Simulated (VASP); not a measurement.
Input of a VASP 6.6.1 run:

The input INCAR:

```
  PREC = Accurate
  ENCUT = 600
  EDIFF = 1E-7
  ISMEAR = -1
  SIGMA = 0.05
  LREAL = F
  LASPH = T
  NELM = 60
  ALGO = Normal
  ISIF = 3
  LWAVE = F
  LCHARG = F
  IBRION = 2
  NSW = 50
  EDIFFG = -0.01
  PSTRESS = -20.0
```

Contents of KPOINTS:

```
Automatic mesh
0
Gamma
  5 5 5
```

Contents of POSCAR:

```
Au2S
1.0
    5.0205700000      0.0000000000      0.0000000000
    0.0000000000      5.0205700000      0.0000000000
    0.0000000000      0.0000000000      5.0205700000
S Au
2 4
Direct
    0.0000000000      0.0000000000      0.0000000000
    0.5000000000      0.5000000000      0.5000000000
    0.2500000000      0.2500000000      0.2500000000
    0.2500000000      0.7500000000      0.7500000000
    0.7500000000      0.7500000000      0.2500000000
    0.7500000000      0.2500000000      0.7500000000
```

Potentials or basis: VASP PAW LDA potentials, release 64 (S, Au).

Run with:

```console
$ cat potpaw_LDA.64/S/POTCAR potpaw_LDA.64/Au/POTCAR > POTCAR
$ mpirun -np 1 vasp_std > vasp.out
```

Question: What does it give for the relaxed volume?

Answer: 23.84 Å³/atom.

Question: Estimate the relaxed cell.

Answer: a = 5.229 Å, b = 5.229 Å, c = 5.229 Å, α = 90.00°, β = 90.00°, γ = 90.00°.

Question: What does it give for the space group after relaxing (to 0.05 Å)?

Answer: Pn-3m (No. 224).

Final structure:
```xyz
6
Lattice="5.2295 0.0000 0.0000 0.0000 5.2295 0.0000 0.0000 0.0000 5.2295" Properties=species:S:1:pos:R:3 pbc="T T T"
S     0.0000    0.0000    0.0000
S     2.6147    2.6147    2.6147
Au    1.3074    1.3074    1.3074
Au    1.3074    3.9221    3.9221
Au    3.9221    3.9221    1.3074
Au    3.9221    1.3074    3.9221
```

Caveat: the cell is relaxed towards a set pressure, so the enthalpy falls and the energy may rise.
